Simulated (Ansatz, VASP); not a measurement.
## Rb2Pt in VASP and in Ansatz

```
CELL_PARAMETERS angstrom
5.21719 0.00000 0.00000
-2.60860 4.51822 0.00000
0.00000 0.00000 5.96089
ATOMIC_POSITIONS crystal
Rb 0.66667 0.33333 0.76794
Rb 0.33333 0.66667 0.23206
Pt 0.00000 0.00000 0.00000
```

Alike in both runs: functional PBE; k mesh 6 × 6 × 6; occupations gaussian, width 0.02 eV; no spin polarisation.

Ansatz relaxed the structure, and its values are those at the end. VASP's run is a single point on that final structure, the one shown.

|  | VASP | Ansatz |
| --- | --- | --- |
| version | VASP 6.6.1 | Ansatz 0.2.0 |
| potentials or method | VASP PAW PBE potentials, release 64 (Rb_sv, Pt), cutoff 520 eV | scalar-relativistic, plane waves, PAW |
| valence electrons in the cell | 28 | 36 |

```tsv
	VASP	Ansatz	Ansatz less VASP
gap on the k mesh at the Fermi level (eV)	0.63	0.64	+0.009
least direct gap on the mesh (eV)	0.64	0.65	+0.009
pressure (GPa)	0.0	0.0	-0.03
rms of the force components (eV/Å)	0.004	0.000	-0.0033
```

The functional is the same, so the differences come from potentials, cutoffs and numerics. VASP's potentials hold 28 valence electrons a cell and Ansatz's 36, so a difference there can come from the potentials and not from the codes.

Neither program's run includes spin-orbit coupling.
